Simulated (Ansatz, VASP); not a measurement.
## AlCu3 in VASP and in Ansatz

```
Al Cu
1.0
     3.59518    0.00000    0.00000
     0.00000    3.59518    0.00000
     0.00000    0.00000    3.59518
Al Cu
1 3
Direct
  0.00000 0.00000 0.00000
  0.50000 0.50000 0.00000
  0.50000 0.00000 0.50000
  0.00000 0.50000 0.50000
```

Alike in both runs: task single point; functional PBEsol; k mesh 12 × 12 × 12; occupations gaussian, width 0.1 eV; no spin polarisation.

|  | VASP | Ansatz |
| --- | --- | --- |
| version | VASP 6.6.1 | Ansatz 0.2.0 |
| potentials or method | VASP PAW PBE potentials, release 64 (Al, Cu), cutoff 520 eV | scalar-relativistic, plane waves, PAW |
| valence electrons in the cell | 36 | 60 |

Ansatz gave:

- gap on the k mesh at the Fermi level (eV): none
- pressure (GPa): 5.0

Question: What did VASP give for the same quantities?

Answer: gap on the k mesh at the Fermi level (eV): none; pressure (GPa): 5.6.

VASP's potentials were made for PBE, not for PBEsol. A gap of «none» marks a metal or a gap that the smearing closes. VASP's potentials hold 36 valence electrons a cell and Ansatz's 60, so a difference there can come from the potentials and not from the codes.
